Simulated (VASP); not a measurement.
Runs of VASP 6.6.1 on Pb. The structure is that of space group Fm-3m (No. 225), or close to it. The cells are those of the table. 

```csv
task,cell,k mesh for the DOS,occupations for the DOS,gap on the mesh (eV),pressure (GPa)
single point,"a = 3.565 Å, angles 60.0°, 1 atom",-,-,none,-0.1
single point,"a = 3.601 Å, angles 60.0°, 1 atom",-,-,none,-1.2
single point,"a = 3.529 Å, angles 60.0°, 1 atom",-,-,none,(a)
single point,"a = 3.635 Å, angles 60.0°, 1 atom",-,-,none,-2.1
single point,"a = 3.680 Å, angles 60.0°, 1 atom",-,-,none,-3.1
single point,"a = 3.455 Å, angles 60.0°, 1 atom",-,-,none,4.6
single point,"a = 3.492 Å, angles 60.0°, 1 atom",-,-,none,(b)
```

Alike in all rows: level PBE; potentials or basis VASP PAW PBE potentials, release 64 (Pb_d); no spin polarisation; k mesh 14 × 14 × 14; cutoff (eV) 520; smearing gaussian 0.1 eV.

Question: Estimate the missing entries.

Answer: (a) 1.2; (b) 2.8.

Caveats: spin-orbit coupling is left out, which moves the levels of the heavy elements.

A k mesh can miss the band edges, and the runs leave out spin-orbit coupling on Pb.

A gap of «none» marks levels without a gap at the run's occupations.
